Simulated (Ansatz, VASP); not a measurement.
## SnO2: VASP beside Ansatz

INCAR

```
SYSTEM = SnO2
  PREC = Accurate
  ENCUT = 600
  EDIFF = 1E-7
  ISMEAR = 0
  SIGMA = 0.1
  LREAL = .False.
  LASPH = .True.
  NELM = 60
  ALGO = Normal
  ISIF = 3
  LWAVE = .False.
  LCHARG = .False.
  GGA = PE
  IBRION = 2
  NSW = 100
  EDIFFG = -0.01
```

The input KPOINTS:

```
Automatic mesh
0
Gamma
  10 10 10
  0 0 0
```

File POSCAR:

```
SnO2
1.0
    0.0000000000      3.3821943921      3.3821943921
    3.3821943921      0.0000000000      3.3821943921
    3.3821943921      3.3821943921      0.0000000000
Sn O
2 4
Direct
    0.5000000000      0.5000000000      0.5000000000
    0.7500000000      0.7500000000      0.7500000000
    0.1250000000      0.1250000000      0.1250000000
    0.6250000000      0.1250000000      0.1250000000
    0.1250000000      0.1250000000      0.6250000000
    0.1250000000      0.6250000000      0.1250000000
```

Input for Ansatz:

```yaml
crystal:
  lattice:
    - [0.0, 3.3821943921, 3.3821943921]
    - [3.3821943921, 0.0, 3.3821943921]
    - [3.3821943921, 3.3821943921, 0.0]
  atoms:
    - { symbol: Sn, position: [0.5, 0.5, 0.5] }
    - { symbol: Sn, position: [0.75, 0.75, 0.75] }
    - { symbol: O, position: [0.125, 0.125, 0.125] }
    - { symbol: O, position: [0.625, 0.125, 0.125] }
    - { symbol: O, position: [0.125, 0.125, 0.625] }
    - { symbol: O, position: [0.125, 0.625, 0.125] }
basis:
  ecutwfc: 420
kpoints:
  mp_grid: { grid: [10, 10, 10] }
hamiltonian:
  xc: pbe
scf:
  occupations: { method: gaussian, width: 0.1 }
output:
  forces: true
  stress: true
  eigenvalues: true
relax:
  adjacent_minimum: "off"
  f_tol: 0.01
  max_steps: 80
  cell: { stress_tol: 0.05 }
```

Alike in both runs: task relaxation of cell and atoms; functional PBE; k mesh 10 × 10 × 10; occupations gaussian, width 0.1 eV; no spin polarisation.

|  | VASP | Ansatz |
| --- | --- | --- |
| version | VASP 6.6.1 | Ansatz 0.2.0 |
| potentials or method | VASP PAW PBE potentials, release 64 (Sn_d, O), cutoff 600 eV | scalar-relativistic, plane waves, PAW |
| valence electrons in the cell | 52 | 52 |

Ansatz gave:

```
gap on the k mesh at the Fermi level, each at its own relaxed structure (eV) : none
relaxed volume (Å³/atom)                                                     : 12.90
relaxed cell length with the largest relative difference (Å)                 : 4.783
```

Question: What did VASP give for the same quantities?

Answer: gap on the k mesh at the Fermi level, each at its own relaxed structure (eV): none; relaxed volume (Å³/atom): 12.86; relaxed cell length with the largest relative difference (Å): 4.779.

A gap of «none» marks a metal or a gap that the smearing closes.
